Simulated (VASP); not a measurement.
Wanted: the native input for a VASP 6.6.1 run.

```
Task                   : single point
Functional             : PBE
Potentials or basis    : VASP PAW PBE potentials, release 64 (Gd)
Cutoff                 : 520 eV
k mesh                 : 5 × 3 × 6
Occupations            : gaussian, width 0.1 eV
Spin                   : collinear spin, ferromagnetic start
Starting moments       : [8.25, 8.25] μB
Hubbard terms          : Gd f U = 6.0 eV
Dipole correction      : no
Further INCAR settings : ALGO = Normal; EDIFF = 1e-06; NBANDS = 29; ISYM = 0
```

The structure of Gd lies in POSCAR:

```
Gd
1.0
    3.6515676241      0.0000000000      0.0000000000
   -1.8257838121      6.6525383115      0.0000000000
    1.8257838121      1.5032547152      2.7822086274
Gd
2
Direct
    0.5833333333      0.2500000000      0.0833333333
    0.4166666667      0.7500000000      0.9166666667
```

The input as run:

INCAR

```
ALGO     = Normal         # electronic algorithm
EDIFF    = 1E-6           # SCF threshold, eV
ENCUT    = 520            # plane-wave cutoff, eV
GGA      = PE             # functional
ISIF     = 2              # what is computed and relaxed
ISMEAR   = 0              # smearing method
ISPIN    = 2              # spin polarisation
ISYM     = 0            
LASPH    = T              # aspherical terms in the spheres
LCHARG   = F              # write CHGCAR
LDAU     = T              # DFT+U
LDAUJ    = 0            
LDAUL    = 3              # shell
LDAUPRINT= 1            
LDAUTYPE = 2            
LDAUU    = 6              # U, eV
LMAXMIX  = 6              # l up to which the mixer works
LORBIT   = 11             # projections on sites
LREAL    = F              # projectors in reciprocal space
LWAVE    = F              # write WAVECAR
MAGMOM   = 8.25 8.25      # initial moments
NBANDS   = 29             # bands
NELM     = 150            # most SCF steps
PREC     = Accurate       # precision mode
SIGMA    = 0.1            # smearing width, eV
```

KPOINTS

```
k-points
0
Gamma
  5 3 6
```

Potentials or basis: VASP PAW PBE potentials, release 64 (Gd).

The run is started by

```console
$ cat potpaw_PBE.64/Gd/POTCAR > POTCAR
$ mpirun -np 1 vasp_std > vasp.out
```

It gave:

| Property | Result |
| --- | --- |
| Pressure | 0.2 GPa |
| Largest force | 0.042 eV/Å |
| Net moment | 15.59 μB per cell |
| Site moments | Gd +7.11 μB |
| Valence electrons inside the program's atomic spheres | Gd 15.16 |

Caveat: the k points lie up to 0.45 Å⁻¹ apart.

Wall time 7.2 min on 1 thread of AMD EPYC 7R43 64-Core Processor (Zen 3) (shared host), peak memory 0.28 GiB.
